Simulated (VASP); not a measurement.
Hf3N4:

```xyz
14
Lattice="-3.3505 3.3505 3.3505 3.3505 -3.3505 3.3505 3.3505 3.3505 -3.3505" Properties=species:S:1:pos:R:3 pbc="T T T"
Hf    2.5129    0.0000    1.6752
Hf    1.6752    2.5129    0.0000
Hf    0.8376    0.0000    5.0258
Hf    5.0257    0.8376    0.0000
Hf    0.0000    1.6752    2.5129
Hf    0.0000    5.0257    0.8376
N     0.4222    0.4222    0.4222
N    -1.2531    1.2531    4.6036
N    -0.4222    2.9283    0.4222
N     4.6036   -1.2531    1.2531
N     0.4222   -0.4222    2.9283
N     2.0974    2.0974    2.0974
N     2.9283    0.4222   -0.4222
N     1.2531    4.6036   -1.2531
```

| Quantity | Value |
| --- | --- |
| Program | VASP 6.6.1 |
| Task | relaxation of cell and atoms |
| Functional | PBEsol |
| Potentials or basis | VASP PAW PBE potentials, release 64 (Hf_pv, N) |
| Cutoff | 600 eV |
| k mesh | 6 × 6 × 6 |
| Occupations | fermi-dirac, width 0.02 eV |
| Spin | no spin polarisation |

At the start: pressure -4.7 GPa; volume 10.75 Å³/atom.

Problem. How do energy, volume and symmetry change on relaxing?

Solution. Over 7 steps the energy falls by 11.8 meV/atom and the volume is 10.41 Å³/atom (-3.2 %); space group I-43d (No. 220, to 0.1 Å) before and after.

The path:
```tsv
step	energy change (eV)	largest force (eV/Å)	pressure (GPa)	volume (Å³)
1	0.0000	0.2431	-4.73	150.45
2	0.0325	0.5390	8.50	143.64
3	-0.0509	0.3733	0.78	147.41
4	-0.0979	0.2923	0.66	146.88
5	-0.1634	0.0253	0.90	145.27
6	-0.1530	0.0433	-2.75	147.05
7	-0.1647	0.0081	0.00	145.70
```

Final structure:
```cif
data_structure
_symmetry_space_group_name_H-M 'P 1'
_symmetry_Int_Tables_number 1
_cell_length_a 5.7415
_cell_length_b 5.7415
_cell_length_c 5.7415
_cell_angle_alpha 109.471
_cell_angle_beta 109.471
_cell_angle_gamma 109.471
_cell_volume 145.70
loop_
_atom_site_label
_atom_site_type_symbol
_atom_site_fract_x
_atom_site_fract_y
_atom_site_fract_z
_atom_site_occupancy
Hf1 Hf 0.25000 0.62500 0.37500 1
Hf2 Hf 0.37500 0.25000 0.62500 1
Hf3 Hf 0.75000 0.87500 0.12500 1
Hf4 Hf 0.12500 0.75000 0.87500 1
Hf5 Hf 0.62500 0.37500 0.25000 1
Hf6 Hf 0.87500 0.12500 0.75000 1
N1 N 0.13982 0.13982 0.13982 1
N2 N 0.86018 0.50000 0.00000 1
N3 N 0.50000 0.00000 0.36018 1
N4 N 0.00000 0.86018 0.50000 1
N5 N 0.36018 0.50000 0.00000 1
N6 N 0.63982 0.63982 0.63982 1
N7 N 0.00000 0.36018 0.50000 1
N8 N 0.50000 0.00000 0.86018 1
```

Caveat: the PAW data sets were made with another functional, which shifts forces and pressure a little.
